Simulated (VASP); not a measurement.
Set up this calculation in VASP 6.6.1, as the native input.

* Task: single point
* Functional: PBE
* Potentials or basis: VASP PAW PBE potentials, release 64 (B, N)
* Cutoff: 520 eV
* k mesh: 12 × 12 × 14
* Occupations: gaussian, width 0.1 eV
* Spin: collinear spin, ferromagnetic start
* Starting moments: [0.0, 0.0, 0.0, 0.0, 0.0, 0.56] μB
* Dipole correction: no
* Further INCAR settings: ALGO = Normal; EDIFF = 1e-06; NBANDS = 23

The structure of B5N lies in POSCAR:

```
B5N
1.0
    4.0441772752      0.0000000000      0.0000000000
   -2.0220886376      3.5023602577      0.0000000000
    0.0000000000      0.0000000000      2.9012735288
B N
5 1
Direct
    0.3333333333      0.6666666667      0.0000000000
    0.6666666667      0.3333333333      0.0000000000
    0.5000000000      0.0000000000      0.5000000000
    0.5000000000      0.5000000000      0.5000000000
    0.0000000000      0.5000000000      0.5000000000
    0.0000000000      0.0000000000      0.0000000000
```

The input as run:

INCAR

```
SYSTEM = B5N
PREC     = Accurate       ! precision mode
ENCUT    = 520            ! plane-wave cutoff, eV
EDIFF    = 1E-6           ! SCF threshold, eV
ISMEAR   = 0              ! smearing method
SIGMA    = 0.1            ! smearing width, eV
LREAL    = .FALSE.        ! projectors in reciprocal space
LASPH    = .TRUE.         ! aspherical terms in the spheres
NELM     = 150            ! most SCF steps
ALGO     = Normal         ! electronic algorithm
ISIF     = 2              ! what is computed and relaxed
LWAVE    = .FALSE.        ! write WAVECAR
LCHARG   = .TRUE.         ! write CHGCAR
ISPIN    = 2              ! spin polarisation
MAGMOM   = 0 0 0 0 0 0.56 ! initial moments
LORBIT   = 11             ! projections on sites
GGA      = PE             ! functional
LELF     = .TRUE.         ! ELF
LVHAR    = .TRUE.       
NBANDS   = 23             ! bands
```

KPOINTS

```
Automatic mesh
0
G
  12 12 14
  0 0 0
```

Potentials or basis: VASP PAW PBE potentials, release 64 (B, N).

The run is started by

```bash
$ cat potpaw_PBE.64/B/POTCAR potpaw_PBE.64/N/POTCAR > POTCAR
$ mpirun -np 1 vasp_std > vasp.out
```

Results of the run:

```
Pressure                                              : -0.1 GPa
Net moment                                            : 0.59 μB per cell
Site moments                                          : B +0.01; N +0.42 μB
Valence electrons inside the program's atomic spheres : B 1.81, 1.77; N 3.41
```

It took 7.1 min on 1 thread of Intel Xeon 8259CL (shared host), peak memory 0.31 GiB.
